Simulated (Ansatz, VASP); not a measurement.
# Two plane-wave programs on KZnF3

```
K Zn F
1.0
     4.10549    0.00000    0.00000
     0.00000    4.10549    0.00000
     0.00000    0.00000    3.94127
K Zn F
1 1 3
Direct
  0.00000 0.00000 0.00000
  0.50000 0.50000 0.50000
  0.50000 0.50000 0.00000
  0.00000 0.50000 0.50000
  0.50000 0.00000 0.50000
```

Alike in both runs: task single point; functional r2SCAN; k mesh 6 × 6 × 6; occupations gaussian, width 0.05 eV; no spin polarisation.

|  | VASP | Ansatz |
| --- | --- | --- |
| version | VASP 6.6.1 | Ansatz 0.2.0 |
| potentials or method | VASP PAW PBE potentials, release 64 (K_sv, Zn, F), cutoff 520 eV | scalar-relativistic, plane waves, PAW |
| valence electrons in the cell | 42 | 42 |

```tsv
	VASP	Ansatz	Ansatz less VASP
gap on the k mesh at the Fermi level (eV)	4.46	4.51	+0.053
least direct gap on the mesh (eV)	6.54	6.57	+0.025
pressure (GPa)	0.3	0.0	-0.30
traceless stress, the component that is largest in VASP (GPa)	2.81	2.55	-0.268
```

VASP's potentials were made for PBE, not for r2SCAN. With one functional, cell and mesh, what is left measures potentials, basis and numerics.
